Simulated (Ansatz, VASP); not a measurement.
**NbH2 in VASP and in Ansatz**

```
Nb H
1.0
     0.00000    2.28150    2.28150
     2.28150    0.00000    2.28150
     2.28150    2.28150    0.00000
Nb H
1 2
Direct
  0.00000 0.00000 0.00000
  0.25000 0.25000 0.25000
  0.75000 0.75000 0.75000
```

Alike in both runs: task single point; functional r2SCAN; k mesh 12 × 12 × 12; occupations gaussian, width 0.05 eV; no spin polarisation.

```csv
,VASP,Ansatz
version,VASP 6.6.1,Ansatz 0.2.0
potentials or method,"VASP PAW PBE potentials, release 64 (Nb_sv, H), cutoff 520 eV","scalar-relativistic, plane waves, PAW"
valence electrons in the cell,15,15
```

|  | VASP | Ansatz | Ansatz less VASP |
| --- | --- | --- | --- |
| gap on the k mesh at the Fermi level (eV) | none | none | - |
| pressure (GPa) | -2.2 | -1.9 | +0.30 |

VASP's potentials were made for PBE, not for r2SCAN. A gap of «none» marks a metal or a gap that the smearing closes. With one functional, cell and mesh, what is left measures potentials, basis and numerics.
